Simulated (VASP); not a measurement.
## TaN: relaxation of cell and atoms with LDA

The system is TaN.

```
CELL_PARAMETERS angstrom
2.93800 0.00000 0.00000
-1.46900 2.54438 0.00000
0.00000 0.00000 2.88300
ATOMIC_POSITIONS crystal
Ta 0.33333 0.66667 0.50000
N 0.00000 0.00000 0.00000
```

- Program: VASP 6.6.1
- Task: relaxation of cell and atoms
- Functional: LDA
- Potentials or basis: VASP PAW LDA potentials, release 64 (Ta_pv, N)
- Cutoff: 600 eV
- k mesh: 10 × 10 × 9
- Occupations: fermi-dirac, width 0.05 eV
- Spin: no spin polarisation
- Dipole correction: no
- Further INCAR settings: ALGO = Normal; EDIFF = 1e-06; IBRION = 2; EDIFFG = -0.01; NSW = 60; ISIF = 3

```json
{"Relaxed volume": "10.49 Å³/atom", "Relaxed cell": "a = 2.912 Å, b = 2.912 Å, c = 2.856 Å, α = 90.00°, β = 90.00°, γ = 120.00°", "Space group after relaxing (to 0.05 Å)": "P-6m2 (No. 187)", "Energy gained by relaxing": "9.2 meV/atom", "Ionic steps": "7", "Pressure after relaxing": "-0.1 GPa", "Band gap on the k mesh": "zero (band 8 reaches 8.59 eV, above the bottom of band 9 at 8.30 eV)"}
```

Step by step:
```csv
step,energy change (eV),largest force (eV/Å),pressure (GPa),volume (Å³)
1,0.0000,0.0000,-9.85,21.55
2,0.1130,0.0000,31.31,19.55
3,-0.0183,0.0000,-0.33,20.99
4,-0.0183,0.0000,-0.04,20.97
5,-0.0183,0.0000,0.17,20.96
6,-0.0183,0.0000,-0.40,20.99
7,-0.0184,0.0000,-0.08,20.97
```

Final structure:
```cif
data_structure
_symmetry_space_group_name_H-M 'P 1'
_symmetry_Int_Tables_number 1
_cell_length_a 2.9120
_cell_length_b 2.9120
_cell_length_c 2.8561
_cell_angle_alpha 90.000
_cell_angle_beta 90.000
_cell_angle_gamma 120.000
_cell_volume 20.97
loop_
_atom_site_label
_atom_site_type_symbol
_atom_site_fract_x
_atom_site_fract_y
_atom_site_fract_z
_atom_site_occupancy
Ta1 Ta 0.33333 0.66667 0.50000 1
N1 N 0.00000 0.00000 0.00000 1
```

Levels at points of the mesh, in eV from the Fermi level:
```tsv
k point	band 5	band 6	band 7	band 8	band 9	band 10	band 11	band 12
(0.00, 0.00, 0.00)	-4.70	-4.70	-4.36	-2.93	2.54	3.68	3.68	4.06
(0.50, 0.00, 0.00)	-8.42	-5.35	-3.62	-3.21	3.02	4.16	5.31	5.44
```

Run time: 21 s on 1 thread of Intel(R) Xeon(R) 6975P-C (Granite Rapids), on a shared host, peak memory 0.15 GiB.

Caveat: spin-orbit coupling is left out, which moves the levels of the heavy elements. LDA usually gives volumes a few per cent too small.
